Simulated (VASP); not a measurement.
Write the native input for VASP 6.6.1 that does the following.

* Task: single point
* Functional: PBEsol
* Potentials or basis: VASP PAW PBE potentials, release 64 (Sb)
* Cutoff: 500 eV
* k mesh: 11 × 11 × 3
* Occupations: fermi-dirac, width 0.1 eV
* Spin: no spin polarisation
* Dipole correction: no
* Further INCAR settings: ALGO = Normal; EDIFF = 1e-06; NBANDS = 18

The structure of Sb lies in POSCAR:

```
Sb
1.0
    3.2915621278      0.0000000000      0.0000000000
   -1.6457810639      2.8505764208      0.0000000000
    0.0000000000      0.0000000000     11.1394246005
Sb
4
Direct
    0.0000000000      1.0000000000      0.0000000000
    0.0000000000      1.0000000000      0.5000000000
    0.3333333333      0.6666666667      0.2500000000
    0.6666666667      0.3333333333      0.7500000000
```

The input as run:

INCAR

```
SYSTEM = Sb
PREC = Accurate ; ENCUT = 500
EDIFF = 1E-6 ; ISMEAR = -1
SIGMA = 0.1 ; LREAL = .FALSE.
LASPH = .TRUE. ; NELM = 120
ALGO = Normal ; ISIF = 2
LWAVE = .FALSE. ; LCHARG = .FALSE.
GGA = PS ; NBANDS = 18
GGA_COMPAT = .FALSE.
```

KPOINTS

```
regular mesh
0
G
  11 11 3
  0 0 0
```

Potentials or basis: VASP PAW PBE potentials, release 64 (Sb).

The run is started by

```sh
$ cat potpaw_PBE.64/Sb/POTCAR > POTCAR
$ mpirun -np 1 vasp_std > vasp.out
```

It gave:

```yaml
Pressure: 0.0 GPa
Band_gap_on_the_k_mesh: zero (band 10 reaches 13.60 eV, above the bottom of band 11 at 6.38 eV)
```

Caveat: the PAW data sets were made with another functional, which shifts forces and pressure a little; spin-orbit coupling is left out, which moves the levels of the heavy elements.

Wall time 52 s on 1 thread of Intel Xeon 8259CL (shared host), peak memory 0.22 GiB.
